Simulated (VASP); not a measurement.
# MnSb (Fm-3m) in VASP: single point with PBE

Aim: the single point of MnSb with PBE.

All numbers are computed with VASP 6.6.1; they aren't measurements. Logs are shortened: lines on timing, memory, paths and dates and some standing lists are left out, and cuts for length are marked.

## Step 1: The cell of the first run

Symmetry: Fm-3m, No. 225, cubic system. The conventional cell has a = 5.590 Å, b = 5.590 Å, c = 5.590 Å, α = 90.00°, β = 90.00°, γ = 90.00°. Within 3.7 Å of Mn (site symmetry m-3m) lie 6 Sb at 2.80 Å. Sb (site symmetry m-3m) has 6 Mn at 2.80 Å within 3.7 Å.

## Step 2: Single point, PBE, collinear spin, ferrimagnetic start

Input file INCAR:

```
SYSTEM = MnSb
PREC = Accurate ; ENCUT = 500
EDIFF = 1E-6 ; ISMEAR = -1
SIGMA = 0.016 ; LREAL = .False.
LASPH = .True. ; NELM = 200
ALGO = Normal ; ISIF = 2
LWAVE = .False. ; LCHARG = .True.
ISPIN = 2 ; MAGMOM = 4.18 -0.12
LORBIT = 11 ; LMAXMIX = 4
GGA = PE ; LELF = .True.
LVHAR = .True. ; NBANDS = 20
GGA_COMPAT = .False.
```

Input file KPOINTS:

```
Automatic mesh
0
Gamma
  4 4 4
  0 0 0
```

Input file POSCAR:

```
MnSb
1.0
    0.0000000000      2.7950160000      2.7950160000
    2.7950160000      0.0000000000      2.7950160000
    2.7950160000      2.7950160000      0.0000000000
Mn Sb
1 1
Direct
    0.0000000000      0.0000000000      0.0000000000
    0.5000000000      0.5000000000      0.5000000000
```

Potentials or basis: VASP PAW PBE potentials, release 64 (Mn_pv, Sb).

Command:

```
$ cat potpaw_PBE.64/Mn_pv/POTCAR potpaw_PBE.64/Sb/POTCAR > POTCAR
$ mpirun -np 1 vasp_std > vasp.out
```

OUTCAR:

```text
SYSTEM = MnSb
   PREC = Accurate
   ENCUT = 500
   EDIFF = 1E-6
   ISMEAR = -1
   LREAL = .False.
   LASPH = .True.
   NELM = 200
   ISIF = 2
   ISPIN = 2
   LORBIT = 11
   GGA = PE

 ion  position               nearest neighbor table
   1  0.000  0.000  0.000-   2 2.80   2 2.80   2 2.80   2 2.80   2 2.80   2 2.80
   2  0.500  0.500  0.500-   1 2.80   1 2.80   1 2.80   1 2.80   1 2.80   1 2.80

  LATTYP: Found a face centered cubic cell.
 ALAT       =     5.5900320000

  Lattice vectors:

 A1 = (   0.0000000000,   2.7950160000,   2.7950160000)
 A2 = (   2.7950160000,   0.0000000000,   2.7950160000)
 A3 = (   2.7950160000,   2.7950160000,   0.0000000000)

Analysis of symmetry for initial positions (statically):
=====================================================================
 Subroutine PRICEL returns:
 Original cell was already a primitive cell.

 Routine SETGRP: Setting up the symmetry group for a
 face centered cubic supercell.

 Subroutine GETGRP returns: Found 48 space group operations
 (whereof 48 operations were pure point group operations)
 out of a pool of 48 trial point group operations.

The static configuration has the point symmetry O_h .

Analysis of symmetry for dynamics (positions and initial velocities):
=====================================================================
 Subroutine PRICEL returns:
 Original cell was already a primitive cell.

 Routine SETGRP: Setting up the symmetry group for a
 face centered cubic supercell.

 Subroutine GETGRP returns: Found 48 space group operations
 (whereof 48 operations were pure point group operations)
 out of a pool of 48 trial point group operations.

The dynamic configuration has the point symmetry O_h .

Analysis of structural, dynamic, and magnetic symmetry:
=====================================================================
 Subroutine PRICEL returns:
 Original cell was already a primitive cell.

 Routine SETGRP: Setting up the symmetry group for a
 face centered cubic supercell.

 Subroutine GETGRP returns: Found 48 space group operations
 (whereof 48 operations were pure point group operations)
 out of a pool of 48 trial point group operations.

The overall configuration has the point symmetry O_h .

 Subroutine INISYM returns: Found 48 space group operations
 (whereof 48 operations are pure point group operations),
 and found     1 'primitive' translations

----------------------------------------------------------------------------------------

                                     Primitive cell

  volume of cell :      43.6700

  direct lattice vectors                    reciprocal lattice vectors
     0.000000000  2.795016000  2.795016000    -0.178889853  0.178889853  0.178889853
     2.795016000  0.000000000  2.795016000     0.178889853 -0.178889853  0.178889853
     2.795016000  2.795016000  0.000000000     0.178889853  0.178889853 -0.178889853

  length of vectors
     3.952749534  3.952749534  3.952749534     0.309846314  0.309846314  0.309846314

  position of ions in fractional coordinates (direct lattice)
     0.000000000  0.000000000  0.000000000
     0.500000000  0.500000000  0.500000000

  ion indices of the primitive-cell ions
   primitive index   ion index
                 1           1
                 2           2

----------------------------------------------------------------------------------------

 KPOINTS: Automatic mesh

Automatic generation of k-mesh.
 Grid dimensions read from file:
 generate k-points for:    4    4    4

 Generating k-lattice:

  Cartesian coordinates                     Fractional coordinates (reciprocal lattice)
    -0.044722463  0.044722463  0.044722463     0.250000000  0.000000000  0.000000000
     0.044722463 -0.044722463  0.044722463     0.000000000  0.250000000  0.000000000
     0.044722463  0.044722463 -0.044722463     0.000000000  0.000000000  0.250000000

  Length of vectors
     0.077461578  0.077461578  0.077461578

  Shift w.r.t. Gamma in fractional coordinates (k-lattice)
     0.000000000  0.000000000  0.000000000

 Subroutine IBZKPT returns following result:
 ===========================================

 Found      8 irreducible k-points:

 Following reciprocal coordinates:
            Coordinates               Weight
  0.000000  0.000000  0.000000      1.000000
  0.250000  0.000000  0.000000      8.000000
  0.500000  0.000000  0.000000      4.000000
  0.250000  0.250000  0.000000      6.000000
  0.500000  0.250000  0.000000     24.000000
 -0.250000  0.250000  0.000000     12.000000
  0.500000  0.500000  0.000000      3.000000
 -0.250000  0.500000  0.250000      6.000000
   k-points           NKPTS =      8   k-points in BZ     NKDIM =      8   number of bands    NBANDS=     20
   number of dos      NEDOS =    301   number of ions     NIONS =      2
   total plane-waves  NPLWV =  27000
   dimension x,y,z NGX =    30 NGY =   30 NGZ =   30
   dimension x,y,z NGXF=    60 NGYF=   60 NGZF=   60
   ions per type =               1   1
   NGX,Y,Z   is equivalent  to a cutoff of  12.62, 12.62, 12.62 a.u.
   NGXF,Y,Z  is equivalent  to a cutoff of  25.23, 25.23, 25.23 a.u.
 SYSTEM =  MnSb
   PREC   = accura    normal or accurate (medium, high low for compatibility)
   ISTART =      0    job   : 0-new  1-cont  2-samecut
   ICHARG =      2    charge: 1-file 2-atom 10-const
   ISPIN  =      2    spin polarized calculation?
   LNONCOLLINEAR =      F non collinear calculations
   LSORBIT =      F    spin-orbit coupling
   LASPH  =      T    aspherical Exc in radial PAW
   ENCUT  =  500.0 eV  36.75 Ry    6.06 a.u.   7.21  7.21  7.21*2*pi/ulx,y,z
   NELM   =    200;   NELMIN=  2; NELMDL= -5     # of ELM steps
   EDIFF  = 0.1E-05   stopping-criterion for ELM
   LREAL  =      F    real-space projection
   EDIFFG = 0.1E-04   stopping-criterion for IOM
   NSW    =      0    number of steps for IOM
   IBRION =     -1    ionic relax: 0-MD 1-quasi-New 2-CG
   NFREE  =      0    steps in history (QN), initial steepest desc. (CG)
   ISIF   =      2    stress and relaxation
   ISYM   =      2    0-nonsym 1-usesym 2-fastsym
   POTIM  = 0.5000    time-step for ionic-motion
   TEBEG  =    0.0;   TEEND  =   0.0 temperature during run
   PSTRESS=    0.0 pullay stress
   NELECT =      18.0000    total number of electrons
   NUPDOWN=      -1.0000    fix difference up-down
   EMIN   =  10.00;   EMAX   =-10.00  energy-range for DOS
   EFERMI =   0.00;   METHOD = LEGACY
   ISMEAR =    -1;   SIGMA  =   0.02  broadening in eV -4-tet -1-fermi 0-gaus
   EFERMI_NEDOS =   21; number of points for ismear=-14 and -15
   IALGO  =     38    algorithm
   IMIX   =      4    mixing-type and parameters
     AMIX     =   0.40;   BMIX     =  1.00
     AMIX_MAG =   1.60;   BMIX_MAG =  1.00
  volume/ion in A,a.u.               =      21.83       147.35
  Fermi-wavevector in a.u.,A,eV,Ry     =   1.218348  2.302344 20.196106  1.484372
  Thomas-Fermi vector in A             =   2.353638
   LORBIT       =     11    0 simple, 1 ext, 2 COOP (PROOUT), +10 PAW based schemes
   GGA     = PE    functional components
   LHFCALC =     F    Hartree Fock is set to
   AEXX    =    0.0000 exact exchange contribution
   IVDW    =     0    specifies the selected vdW correction
   LEPSILON=     F    determine dielectric tensor
   LRPA    =     F    only Hartree local field effects (RPA)
 spin polarized calculation
  energy-cutoff  :      500.00
  volume of cell :       43.67
 maximum number of plane-waves:      1124
 NGX is ok and might be reduce to    30
   NGX = 15   NGY = 15   NGZ = 15

 number of electron      17.9999988 magnetization       3.8117157

 Free energy of the ion-electron system (eV)
  ---------------------------------------------------
  ext. energy  EPLUGINS =         0.00000000
  ---------------------------------------------------
  free energy    TOTEN  =       -12.79424798 eV

  energy without entropy =      -12.79246199  energy(sigma->0) =      -12.79335498

 E-fermi :   7.6060     XC(G=0): -10.5781

 val. band max:        7.5773974884   @ k =   0.2500   0.2500   0.0000
 cond. band min:       7.6377858127   @ k =   0.2500   0.2500   0.0000
 fundamental gap:      0.0603883243
 Fermi energy:         7.6059740497

 spin component 1

 k-point     1 :       0.0000    0.0000    0.0000
  band No.  band energies     occupation
      1     -42.6496      1.00000
      2     -42.6496      1.00000
      3     -42.6496      1.00000
      4      -3.9001      1.00000
      5       4.5719      1.00000
      6       4.5719      1.00000
[... 12 lines left out ...]
     19      17.1055      0.00000
     20      17.1055      0.00000
[... 139 lines left out ...]
 k-point     8 :      -0.2500    0.5000    0.2500
  band No.  band energies     occupation
      1     -42.6518      1.00000
      2     -42.6518      1.00000
      3     -42.6507      1.00000
      4      -1.2239      1.00000
      5       3.4922      1.00000
      6       3.4922      1.00000
[... 12 lines left out ...]
     19      22.3695      0.00000
     20      23.4786      0.00000
 Fermi energy:         7.6059740497

 spin component 2

 k-point     1 :       0.0000    0.0000    0.0000
  band No.  band energies     occupation
      1     -38.7208      1.00000
      2     -38.7208      1.00000
      3     -38.7208      1.00000
      4      -3.8298      1.00000
      5       7.7757      0.00002
      6       7.7757      0.00002
[... 12 lines left out ...]
     19      18.0844      0.00000
     20      18.0844      0.00000
[... 139 lines left out ...]
 k-point     8 :      -0.2500    0.5000    0.2500
  band No.  band energies     occupation
      1     -38.7238      1.00000
      2     -38.7238      1.00000
      3     -38.7224      1.00000
      4      -1.2229      1.00000
      5       4.0036      1.00000
      6       4.0036      1.00000
[... 12 lines left out ...]
     19      22.2011      0.00000
     20      23.6743      0.00000

------------------------ aborting loop because EDIFF is reached ----------------------------------------

  FORCE on cell =-STRESS in cart. coord.  units (eV):
  Direction    XX          YY          ZZ          XY          YZ          ZX
  --------------------------------------------------------------------------------------
  -------------------------------------------------------------------------------------
  Total       -0.1562958     -0.1562958     -0.1562958     -0.0000000      0.0000000      0.0000000
  in kB       -5.7342284     -5.7342284     -5.7342284     -0.0000000      0.0000000      0.0000000
  external PRESSURE =      -5.7342284 kB  Pullay stress =       0.0000000 kB

 VOLUME and BASIS-vectors are now :
 -----------------------------------------------------------------------------
  energy-cutoff  :      500.00
  volume of cell :       43.67
      direct lattice vectors                 reciprocal lattice vectors
     0.000000000  2.795016000  2.795016000    -0.178889853  0.178889853  0.178889853
     2.795016000  0.000000000  2.795016000     0.178889853 -0.178889853  0.178889853
     2.795016000  2.795016000  0.000000000     0.178889853  0.178889853 -0.178889853

 POSITION                                       TOTAL-FORCE (eV/Angst)
 -----------------------------------------------------------------------------------
      0.00000      0.00000      0.00000         0.000000      0.000000      0.000000
      2.79502      2.79502      2.79502        -0.000000     -0.000000      0.000000
 -----------------------------------------------------------------------------------
    total drift:                               -0.000000      0.000000      0.000000

  FREE ENERGIE OF THE ION-ELECTRON SYSTEM (eV)
  ---------------------------------------------------
  free  energy   TOTEN  =       -12.7942479800 eV

  energy  without entropy=      -12.7924619867  energy(sigma->0) =      -12.79335498

 total charge

# of ion       s       p       d       tot
------------------------------------------
    1        0.274   6.184   5.002  11.459
    2        1.142   1.298   0.035   2.475
--------------------------------------------------
tot          1.416   7.482   5.036  13.934

 magnetization (x)

# of ion       s       p       d       tot
------------------------------------------
    1        0.072   0.034   3.648   3.754
    2        0.014  -0.134   0.010  -0.110
--------------------------------------------------
tot          0.086  -0.100   3.658   3.644
```

Wall time 35 s (1 thread of Intel Xeon Platinum 8259CL at 2.50GHz (Skylake/Cascade Lake), shared host); peak memory 0.18 GiB.

What came out:

```yaml
Free_energy: -12.7942 eV
Pressure: -0.6 GPa
Net_moment: 3.81 μB per cell
Site_moments: Mn +3.75; Sb -0.11 μB
Valence_electrons_inside_the_program's_atomic_spheres: Mn 11.46; Sb 2.48
```

Caveat: the k points lie up to 0.49 Å⁻¹ apart; spin-orbit coupling is left out, which moves the levels of the heavy elements; a cell with one magnetic atom can't hold antiferromagnetic order, which such compounds often take.
